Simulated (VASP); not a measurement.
**BAs: single point with r2SCAN**

BAs:

```
CELL_PARAMETERS angstrom
0.00000 2.39187 2.34403
2.39187 0.00000 2.34403
2.39187 2.39187 0.00000
ATOMIC_POSITIONS crystal
B 0.00000 0.00000 0.00000
As 0.25000 0.25000 0.25000
```

This cell differs from its parent crystal: uniaxial z strain -2.0%.

```yaml
Program: VASP 6.6.1
Task: single point
Functional: r2SCAN
Potentials_or_basis: VASP PAW PBE potentials, release 64 (B, As)
Cutoff: 520 eV
k_mesh: 10 × 10 × 10
Occupations: gaussian, width 0.01 eV
Spin: no spin polarisation
```

```
Pressure               : 3.3 GPa
Band gap on the k mesh : 1.03 eV, indirect (least direct gap 3.23 eV)
```

Stress tensor (GPa, compression positive):
```
1.79 0.00 0.00
0.00 1.79 0.00
0.00 0.00 6.23
```

Levels at points of the mesh, in eV from the valence-band top:
| k point | band 2 | band 3 | band 4 | band 5 | band 6 | band 7 |
| --- | --- | --- | --- | --- | --- | --- |
| (0.00, 0.00, 0.00) | -0.21 | -0.21 | 0.00 | 3.23 | 3.38 | 3.38 |
| (0.50, 0.00, 0.00) | -9.50 | -2.23 | -1.98 | 2.91 | 4.85 | 5.05 |
| (0.50, 0.50, 0.00) | -9.18 | -4.65 | -4.65 | 1.29 | 1.36 | 12.19 |
| (0.50, 0.00, 0.50) | -9.35 | -4.47 | -4.43 | 1.54 | 1.64 | 12.00 |

It took 3.5 min on 1 thread of AMD EPYC 7R43 64-Core Processor (Zen 3), on a shared host, peak memory 0.15 GiB.

Caveat: the cell differs from its parent crystal (uniaxial z strain -2.0%); the PAW data sets were made with another functional, which shifts forces and pressure a little. A k mesh can miss the band edges.
